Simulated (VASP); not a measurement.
A run of VASP 6.6.1:

Contents of POSCAR:

```
CdS
1.0
    0.0000000000      3.0567834368      3.0567834368
    3.0567834368      0.0000000000      3.0567834368
    3.0567834368      3.0567834368      0.0000000000
Cd S
1 1
Direct
    0.0000000000      0.0000000000      0.0000000000
    0.2500000000      0.2500000000      0.2500000000
```

INCAR.step1

```
SYSTEM = CdS
ALGO     = Normal         ! electronic algorithm
EDIFF    = 1E-5           ! SCF threshold, eV
ENCUT    = 520            ! plane-wave cutoff, eV
GGA      = PE             ! functional
ISIF     = 2              ! what is computed and relaxed
ISMEAR   = 0              ! smearing method
LASPH    = .True.         ! aspherical terms in the spheres
LCHARG   = .False.        ! write CHGCAR
LREAL    = .False.        ! projectors in reciprocal space
LWAVE    = .True.         ! write WAVECAR
NBANDS   = 16             ! bands
NELM     = 60             ! most SCF steps
PREC     = Accurate       ! precision mode
SIGMA    = 0.01           ! smearing width, eV
```

File INCAR.step2:

```
SYSTEM = CdS
ALGO     = Normal         ! electronic algorithm
EDIFF    = 1E-6           ! SCF threshold, eV
ENCUT    = 520            ! plane-wave cutoff, eV
GGA      = PE             ! functional
HFSCREEN = 0.2079         ! screening, 1/A
ISIF     = 2              ! what is computed and relaxed
ISMEAR   = 0              ! smearing method
ISTART   = 1            
LASPH    = .True.         ! aspherical terms in the spheres
LCHARG   = .False.        ! write CHGCAR
LHFCALC  = .True.         ! exact exchange
LREAL    = .False.        ! projectors in reciprocal space
LWAVE    = .False.        ! write WAVECAR
NBANDS   = 16             ! bands
NELM     = 60             ! most SCF steps
PREC     = Accurate       ! precision mode
PRECFOCK = Normal       
SIGMA    = 0.01           ! smearing width, eV
```

Contents of KPOINTS:

```
k-points
0
Gamma
  6 6 6
  0 0 0
```

Potentials or basis: VASP PAW PBE potentials, release 64 (Cd, S).

The run is started by

```console
$ cat potpaw_PBE.64/Cd/POTCAR potpaw_PBE.64/S/POTCAR > POTCAR
$ cp INCAR.step1 INCAR
$ mpirun -np 1 vasp_std > vasp.out
$ cp INCAR.step2 INCAR
$ mpirun -np 1 vasp_std > vasp.out
```

Hardware: 1 thread of Oxide Virtual Turin-like Processor, on a shared host.

Task: How long does it take, and how much memory?

Result: Wall time 92 min on 1 thread of Oxide Virtual Turin-like Processor (shared host), peak memory 0.28 GiB. Counts: k points 16.
